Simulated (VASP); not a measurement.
# WC (P-6m2) in VASP: notebook, part 2 of 2

VASP 6.6.1. The steps go on from the part before.

## 3. Relaxation of cell and atoms, r2SCAN

This run uses another cell than the first one, of 10.46 Å³/atom.

The input, POSCAR:

```
WC
1.0
    2.9165944337      0.0000000000      0.0000000000
   -1.4582972168      2.5258448721      0.0000000000
    0.0000000000      0.0000000000      2.8394357900
W C
1 1
Direct
    0.0000000000      0.0000000000      0.0000000000
    0.6666666700      0.3333333300      0.5000000000
```

The input, INCAR.step1:

```
SYSTEM = WC
PREC = Accurate
ENCUT = 600
ISMEAR = 0
SIGMA = 0.1
LREAL = .False.
LASPH = .True.
NELM = 100
GGA = PE
ALGO = Normal
EDIFF = 1E-4
LWAVE = .True.
LCHARG = .False.
LUSENCCL = .False.
```

The input, INCAR.step2:

```
SYSTEM = WC
PREC = Accurate
ENCUT = 600
EDIFF = 1E-7
ISMEAR = 0
SIGMA = 0.1
LREAL = .False.
LASPH = .True.
NELM = 100
ALGO = Normal
ISIF = 3
LWAVE = .False.
LCHARG = .False.
METAGGA = R2SCAN
LMIXTAU = .True.
IBRION = 2
NSW = 100
EDIFFG = -0.005
ISTART = 1
LUSENCCL = .False.
```

The input, KPOINTS:

```
regular mesh
0
Gamma
  18 18 14
  0 0 0
```

Potentials or basis: VASP PAW PBE potentials, release 64 (W_sv, C).

Started as:

```bash
> cat potpaw_PBE.64/W_sv/POTCAR potpaw_PBE.64/C/POTCAR > POTCAR
> cp INCAR.step1 INCAR
> mpirun -np 1 vasp_std > vasp.out
> cp INCAR.step2 INCAR
> mpirun -np 1 vasp_std > vasp.out
```

OUTCAR:

```text
SYSTEM = WC
   PREC = Accurate
   ENCUT = 600
   EDIFF = 1E-7
   ISMEAR = 0
   LREAL = .False.
   LASPH = .True.
   NELM = 100
   ISIF = 3
   METAGGA = R2SCAN
   IBRION = 2
   NSW = 100
   EDIFFG = -0.005
   ISTART = 1

 ion  position               nearest neighbor table
   1  0.000  0.000  0.000-   2 2.20   2 2.20   2 2.20   2 2.20   2 2.20   2 2.20
   2  0.667  0.333  0.500-   1 2.20   1 2.20   1 2.20   1 2.20   1 2.20   1 2.20

  LATTYP: Found a hexagonal cell.
 ALAT       =     2.9165944337
 C/A-ratio  =     0.9735449527

  Lattice vectors:

 A1 = (   2.9165944337,   0.0000000000,   0.0000000000)
 A2 = (  -1.4582972168,   2.5258448721,   0.0000000000)
 A3 = (   0.0000000000,   0.0000000000,   2.8394357900)

Analysis of symmetry for initial positions (statically):
=====================================================================
 Subroutine PRICEL returns:
 Original cell was already a primitive cell.

 Routine SETGRP: Setting up the symmetry group for a
 hexagonal supercell.

 Subroutine GETGRP returns: Found 12 space group operations
 (whereof 12 operations were pure point group operations)
 out of a pool of 24 trial point group operations.

The static configuration has the point symmetry D_3h.

[... 171 lines left out ...]
  in kB       -0.3006289     -0.3006289      3.2873677     -0.0000000      0.0000000     -0.0000000
  external PRESSURE =       0.8953700 kB  Pullay stress =       0.0000000 kB
[... 59 lines left out ...]
--------------------------------------- Ionic step        3  -------------------------------------------

 number of electron      18.0000000 magnetization

 Free energy of the ion-electron system (eV)
  ---------------------------------------------------
  ext. energy  EPLUGINS =         0.00000000
  ---------------------------------------------------
  free energy    TOTEN  =       -61.61580862 eV

  energy without entropy =      -61.61438868  energy(sigma->0) =      -61.61509865

 E-fermi :  10.8299     XC(G=0): -14.9165

 val. band max:       10.8153639810   @ k =   0.3333   0.3333   0.0714
 cond. band min:      10.8428467656   @ k =   0.0556   0.0000   0.2143
 fundamental gap:      0.0274827846
 Fermi energy:        10.8299384365

 k-point     1 :       0.0000    0.0000    0.0000
  band No.  band energies     occupation
      1     -65.1181      2.00000
      2     -28.4206      2.00000
      3     -28.3237      2.00000
      4     -28.3237      2.00000
      5      -4.3309      2.00000
      6       6.4054      2.00000
      7       7.3845      2.00000
      8       7.3845      2.00000
      9      10.9664      0.05363
     10      14.2276      0.00000
     11      14.2276      0.00000
     12      16.7704      0.00000
     13      16.7704      0.00000
[... 354 lines left out ...]
  band No.  band energies     occupation
      1     -65.0556      2.00000
      2     -29.1057      2.00000
      3     -28.5748      2.00000
      4     -28.3067      2.00000
      5      -0.9271      2.00000
      6       3.7236      2.00000
      7       7.1395      2.00000
      8       7.2507      2.00000
      9      10.3105      2.00000
     10      12.8101      0.00000
     11      14.5526      0.00000
     12      15.8173      0.00000
     13      18.7534      0.00000

 [... further k-points ...]
[... 5 lines left out ...]
  --------------------------------------------------------------------------------------
  -------------------------------------------------------------------------------------
  Total       -0.0076937     -0.0076937     -0.0008404     -0.0000000     -0.0000000     -0.0000000
  in kB       -0.5891303     -0.5891303     -0.0643496     -0.0000000     -0.0000000     -0.0000000
  external PRESSURE =      -0.4142034 kB  Pullay stress =       0.0000000 kB
[... 17 lines left out ...]
  FREE ENERGIE OF THE ION-ELECTRON SYSTEM (eV)
  ---------------------------------------------------
  free  energy   TOTEN  =       -61.6158086170 eV

  energy  without entropy=      -61.6143886847  energy(sigma->0) =      -61.61509865

 reached required accuracy - stopping structural energy minimisation
```

OUTCAR.step1:

```text
SYSTEM = WC
   PREC = Accurate
   ENCUT = 600
   ISMEAR = 0
   LREAL = .False.
   LASPH = .True.
[... 607 lines left out ...]
      0.00000      0.00000      0.00000         0.000000      0.000000      0.000000
      1.45830      0.84195      1.41972        -0.000000     -0.000000      0.000000
 -----------------------------------------------------------------------------------
    total drift:                               -0.000003      0.000002     -0.000000

  FREE ENERGIE OF THE ION-ELECTRON SYSTEM (eV)
  ---------------------------------------------------
  free  energy   TOTEN  =       -22.4488250611 eV

  energy  without entropy=      -22.4474481230  energy(sigma->0) =      -22.44813659
```

OSZICAR.step1:

```text
N       E                     dE             d eps       ncg     rms          rms(c)
DAV:   1     0.120427789744E+03    0.12043E+03   -0.10681E+04  7712   0.170E+03
DAV:   2    -0.211148321406E+02   -0.14154E+03   -0.13761E+03  8706   0.406E+02
DAV:   3    -0.254828621638E+02   -0.43680E+01   -0.43273E+01  9432   0.645E+01
DAV:   4    -0.255269255736E+02   -0.44063E-01   -0.44035E-01  8364   0.690E+00
DAV:   5    -0.255272783135E+02   -0.35274E-03   -0.35272E-03  9141   0.648E-01    0.319E+01
DAV:   6    -0.225425308003E+02    0.29847E+01   -0.96382E+00  8676   0.318E+01    0.843E+00
DAV:   7    -0.224761914446E+02    0.66339E-01   -0.43322E-01  8041   0.587E+00    0.604E+00
DAV:   8    -0.224499293112E+02    0.26262E-01   -0.71443E-02  8551   0.259E+00    0.862E-01
DAV:   9    -0.224488771764E+02    0.10521E-02   -0.35199E-03  8359   0.485E-01    0.121E-01
DAV:  10    -0.224488250611E+02    0.52115E-04   -0.27246E-04  7986   0.221E-01
   1 F= -.22448825E+02 E0= -.22448137E+02  d E =-.137694E-02
```

Run time: 4.5 min. Hardware: 1 × NVIDIA H100 80GB with 1 thread of AMD EPYC 7R13 (Zen 3), shared host; peak memory 1.3 GiB.

Results:

```yaml
Free_energy: -61.6158 eV
Relaxed_volume: 10.46 Å³/atom
Relaxed_cell: a = 2.917 Å, b = 2.917 Å, c = 2.840 Å, α = 90.00°, β = 90.00°, γ = 120.00°
Space_group_after_relaxing_to_0.1_Å: P-6m2 (No. 187)
Energy_gained_by_relaxing: 0.0 meV/atom
Ionic_steps: 3
Pressure_after_relaxing: 0.0 GPa
Band_gap_on_the_k_mesh: zero (bands 9 and 10 overlap by 1.32 eV)
```

Final structure:
```
W C
1.0
     2.91650    0.00000    0.00000
    -1.45825    2.52577    0.00000
     0.00000    0.00000    2.84041
W C
1 1
Direct
  0.00000 0.00000 0.00000
  0.66667 0.33333 0.50000
```

Caveat: the PAW data sets were made with another functional, which shifts forces and pressure a little; spin-orbit coupling is left out, which moves the levels of the heavy elements.

## 4. Relaxation of cell and atoms, r2SCAN, target pressure 50 GPa, at which the enthalpy is minimised

This run uses another cell than the first one, of 9.39 Å³/atom.

The input, POSCAR:

```
WC
1.0
    2.8094834029      0.0000000000      0.0000000000
   -1.4047417014      2.4330839985      0.0000000000
    0.0000000000      0.0000000000      2.7486292210
W C
1 1
Direct
    0.0000000000      0.0000000000      0.0000000000
    0.6666666667      0.3333333333      0.5000000000
```

The input, INCAR.step1:

```
ALGO = Normal
EDIFF = 1E-4
ENCUT = 600
GGA = PE
ISMEAR = 0
LASPH = True
LCHARG = False
LREAL = False
LWAVE = True
NELM = 60
PREC = Accurate
SIGMA = 0.1
```

The input, INCAR.step2:

```
ALGO = Normal
EDIFF = 1E-7
EDIFFG = -0.008
ENCUT = 600
IBRION = 2
ISIF = 3
ISMEAR = 0
ISTART = 1
LASPH = True
LCHARG = False
LMIXTAU = True
LREAL = False
LWAVE = False
METAGGA = R2SCAN
NELM = 60
NSW = 70
PREC = Accurate
PSTRESS = 500.0
SIGMA = 0.1
```

The input, KPOINTS:

```
k-points
0
Gamma
  18 18 14
```

Started as:

```bash
> cat potpaw_PBE.64/W_sv/POTCAR potpaw_PBE.64/C/POTCAR > POTCAR
> cp INCAR.step1 INCAR
> mpirun -np 1 vasp_std > vasp.out
> cp INCAR.step2 INCAR
> mpirun -np 1 vasp_std > vasp.out
```

Wall time 17 min (1 thread of Intel Xeon Platinum 8259CL at 2.50GHz (Skylake/Cascade Lake), shared host); peak memory 0.24 GiB.

The run converged, but its numbers aren't listed here, since they failed a check.

Caveat: the cell is relaxed towards a set pressure, so the run minimises the enthalpy, not the energy; the PAW data sets were made with another functional, which shifts forces and pressure a little; spin-orbit coupling is left out, which moves the levels of the heavy elements.

The gap in the log of VASP goes by the Fermi energy; the results here count the filled bands.